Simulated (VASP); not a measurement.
Write the native input for VASP 6.6.1 that does the following.

| Quantity | Value |
| --- | --- |
| Task | single point |
| Functional | PBE |
| Potentials or basis | VASP PAW PBE potentials, release 64 (Ir, Pt) |
| Cutoff | 500 eV |
| k mesh | 5 × 5 × 3 |
| Occupations | gaussian, width 0.2 eV |
| Spin | no spin polarisation |
| Dipole correction | no |
| Further INCAR settings | ALGO = Normal; EDIFF = 1e-06; NBANDS = 38 |

The structure of IrPt2 lies in POSCAR:

```
IrPt2
1.0
    4.4522138075      0.0000000000      0.0000000000
   -2.2261069038      3.8557302604      0.0000000000
    0.0000000000      0.0000000000      5.4775116207
Ir Pt
2 4
Direct
    0.6666666667      0.3333333333      0.7500000000
    0.3333333333      0.6666666667      0.2500000000
    0.6666666667      0.3333333333      0.2500000000
    0.3333333333      0.6666666667      0.7500000000
    0.0000000000      0.0000000000      0.0000000000
    0.0000000000      0.0000000000      0.5000000000
```

The cell was built from a structure type or drawn by symmetry, and may not be a known phase.

These files were run (other wordings do the same):

INCAR

```
PREC     = Accurate       # precision mode
ENCUT    = 500            # plane-wave cutoff, eV
EDIFF    = 1E-6           # SCF threshold, eV
ISMEAR   = 0              # smearing method
SIGMA    = 0.2            # smearing width, eV
LREAL    = F              # projectors in reciprocal space
LASPH    = T              # aspherical terms in the spheres
NELM     = 120            # most SCF steps
ALGO     = Normal         # electronic algorithm
ISIF     = 2              # what is computed and relaxed
LWAVE    = F              # write WAVECAR
LCHARG   = F              # write CHGCAR
GGA      = PE             # functional
NBANDS   = 38             # bands
GGA_COMPAT= F
```

KPOINTS

```
Automatic mesh
0
Gamma
  5 5 3
```

Potentials or basis: VASP PAW PBE potentials, release 64 (Ir, Pt).

Launch:

```sh
$ cat potpaw_PBE.64/Ir/POTCAR potpaw_PBE.64/Pt/POTCAR > POTCAR
$ mpirun -np 1 vasp_std > vasp.out
```

Results of the run:

```json
{
 "Pressure": "-0.3 GPa",
 "Band gap on the k mesh": "zero (bands 29 and 30 overlap by 0.82 eV)"
}
```

Caveat: the k points lie up to 0.38 Å⁻¹ apart, too coarse for converged energies and pressures of a metal; spin-orbit coupling is left out, which moves the levels of the heavy elements.

Wall time 37 s on 1 thread of Intel(R) Xeon(R) Platinum 8375C CPU @ 2.90GHz (Ice Lake) (shared host), peak memory 0.2 GiB.
